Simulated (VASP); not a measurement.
Set up this calculation in VASP 6.6.1, as the native input.

- Task: single point
- Functional: LDA
- Potentials or basis: VASP PAW LDA potentials, release 64 (Al, N)
- Cutoff: 520 eV
- k mesh: 10 × 10 × 10
- Occupations: fermi-dirac, width 0.05 eV
- Spin: no spin polarisation
- Dipole correction: no
- Further INCAR settings: ALGO = Normal; EDIFF = 1e-06; NBANDS = 11

The structure of AlN lies in POSCAR:

```
AlN
1.0
    0.0000000000      2.1544765148      2.1544765148
    2.1544765148      0.0000000000      2.1544765148
    2.1544765148      2.1544765148      0.0000000000
Al N
1 1
Direct
    0.0000000000      0.0000000000      0.0000000000
    0.2500000000      0.2500000000      0.2500000000
```

The input as run:

INCAR

```
SYSTEM = AlN
  ALGO = Normal
  EDIFF = 1E-6
  ENCUT = 520
  ISIF = 2
  ISMEAR = -1
  LASPH = .True.
  LCHARG = .False.
  LREAL = .False.
  LWAVE = .False.
  NBANDS = 11
  NELM = 60
  PREC = Accurate
  SIGMA = 0.05
```

KPOINTS

```
k-points
0
Gamma
  10 10 10
  0 0 0
```

Potentials or basis: VASP PAW LDA potentials, release 64 (Al, N).

Launch:

```sh
$ cat potpaw_LDA.64/Al/POTCAR potpaw_LDA.64/N/POTCAR > POTCAR
$ mpirun -np 1 vasp_std > vasp.out
```

Results of the run:

| Quantity | Value |
| --- | --- |
| Pressure | 5.8 GPa |
| Band gap on the k mesh | 3.24 eV, indirect (least direct gap 4.60 eV) |

Wall time 7.6 s on 1 thread of Intel Xeon 8259CL, on a shared host, peak memory 0.13 GiB.
